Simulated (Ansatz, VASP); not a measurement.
# Be3CdS2: VASP beside Ansatz

INCAR

```
  PREC = Accurate
  ENCUT = 600
  EDIFF = 1E-7
  ISMEAR = 0
  SIGMA = 0.1
  LREAL = False
  LASPH = True
  NELM = 120
  ALGO = Normal
  ISIF = 3
  LWAVE = False
  LCHARG = False
  GGA = PE
  IBRION = 2
  NSW = 90
  EDIFFG = -0.04
  GGA_COMPAT = False
  NELMIN = 4
```

KPOINTS

```
regular mesh
0
Gamma
  4 4 6
```

The input POSCAR:

```
Be3CdS2
1.0
    2.3535603900     -4.9793801100      0.0000000000
    2.3535603900      4.9793801100      0.0000000000
    0.0000000000      0.0000000000      3.7064405700
Be Cd S
3 1 2
Direct
    0.1453886600      0.8546113400      0.5000000000
    0.8546113400      0.1453886600      0.5000000000
    0.5000000000      0.5000000000      0.0000000000
    0.0000000000      0.0000000000      0.0000000000
    0.6549724500      0.3450275500      0.5000000000
    0.3450275500      0.6549724500      0.5000000000
```

Input for Ansatz:

```yaml
crystal:
  lattice:
    - [2.35356039, -4.97938011, 0.0]
    - [2.35356039, 4.97938011, 0.0]
    - [0.0, 0.0, 3.70644057]
  atoms:
    - { symbol: Be, position: [0.14538866, 0.85461134, 0.5] }
    - { symbol: Be, position: [0.85461134, 0.14538866, 0.5] }
    - { symbol: Be, position: [0.5, 0.5, 0.0] }
    - { symbol: Cd, position: [0.0, 0.0, 0.0] }
    - { symbol: S, position: [0.65497245, 0.34502755, 0.5] }
    - { symbol: S, position: [0.34502755, 0.65497245, 0.5] }
basis:
  ecutwfc: 420
kpoints:
  mp_grid: { grid: [4, 4, 6] }
hamiltonian:
  xc: pbe
scf:
  occupations: { method: gaussian, width: 0.1 }
  lower_state_search: "off"
output:
  forces: true
  stress: true
  eigenvalues: true
relax:
  adjacent_minimum: "off"
  f_tol: 0.04
  max_steps: 70
  cell: { stress_tol: 0.4 }
```

Change from the starting cell: species swapped into the Li2CeO3 type (Cmmm, No. 65).

Alike in both runs: task relaxation of cell and atoms; functional PBE; k mesh 4 × 4 × 6; occupations gaussian, width 0.1 eV; no spin polarisation.

|  | VASP | Ansatz |
| --- | --- | --- |
| version | VASP 6.6.1 | Ansatz 0.2.0 |
| potentials or method | VASP PAW PBE potentials, release 64 (Be, Cd, S), cutoff 600 eV | scalar-relativistic, plane waves, PAW |
| valence electrons in the cell | 30 | 38 |

```csv
,VASP,Ansatz,Ansatz less VASP
"gap on the k mesh at the Fermi level, each at its own relaxed structure (eV)",none,none,-
relaxed volume (Å³/atom),16.93,15.58,-1.346
relaxed length of the cell vector where the two differ most in proportion (Å),3.172,3.279,+0.1073
```

A gap of «none» marks a metal or a gap that the smearing closes. One of these differences is far larger than is usual between the two programs; its cause wasn't traced. VASP's potentials hold 30 valence electrons a cell and Ansatz's 38, so a difference there can come from the potentials and not from the codes.

The k mesh is coarse, so the values compare programs but aren't converged. Noted on VASP's run: the volume moved by over 15 % at a fixed basis, so the end points are rough.
